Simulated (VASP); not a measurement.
Write the native input for VASP 6.6.1 that does the following.

```yaml
Task: relaxation of cell and atoms
Functional: PBE
Potentials_or_basis: VASP PAW PBE potentials, release 64 (Al)
Cutoff: 600 eV
k_mesh: 14 × 14 × 14
Occupations: fermi-dirac, width 0.1 eV
Spin: no spin polarisation
Target_pressure: 54 GPa
Dipole_correction: no
Further_INCAR_settings: ALGO = Normal; EDIFF = 1e-06; IBRION = 2; EDIFFG = -0.005; NSW = 32; ISIF = 3
```

The structure of Al lies in POSCAR:

```
Al
1.0
    0.0000000000      2.5393673807      2.5393673807
    2.5393673807      0.0000000000      2.5393673807
    2.5393673807      2.5393673807      0.0000000000
Al
2
Direct
   -0.1250000000     -0.1250000000     -0.1250000000
    0.1250000000      0.1250000000      0.1250000000
```

These files were run (other wordings do the same):

INCAR

```
SYSTEM = Al
  PREC = Accurate
  ENCUT = 600
  EDIFF = 1E-6
  ISMEAR = -1
  SIGMA = 0.1
  LREAL = .False.
  LASPH = .True.
  NELM = 100
  ALGO = Normal
  ISIF = 3
  LWAVE = .False.
  LCHARG = .False.
  GGA = PE
  IBRION = 2
  NSW = 32
  EDIFFG = -0.005
  PSTRESS = 540.0
```

KPOINTS

```
regular mesh
0
Gamma
  14 14 14
  0 0 0
```

Potentials or basis: VASP PAW PBE potentials, release 64 (Al).

Run with:

```bash
$ cat potpaw_PBE.64/Al/POTCAR > POTCAR
$ mpirun -np 1 vasp_std > vasp.out
```

It gave:

The relaxed volume is 16.39 Å³/atom, the relaxed cell is a = 3.592 Å, b = 3.592 Å, c = 3.592 Å, α = 60.00°, β = 60.00°, γ = 60.00° and the space group after relaxing (to 0.05 Å) is Fd-3m (No. 227). The energy change on relaxing (the enthalpy is what falls) is -4.8 meV/atom and the ionic steps are 3. The pressure after relaxing is 54.0 GPa and the band gap on the k mesh is zero (band 3 reaches 10.35 eV, above the bottom of band 4 at 4.50 eV).

Caveat: the cell is relaxed towards a set pressure, so the enthalpy falls and the energy may rise.

Run time: 36 s on 1 thread of Intel(R) Xeon(R) Platinum 8559C (Emerald Rapids) (shared host), peak memory 0.17 GiB.
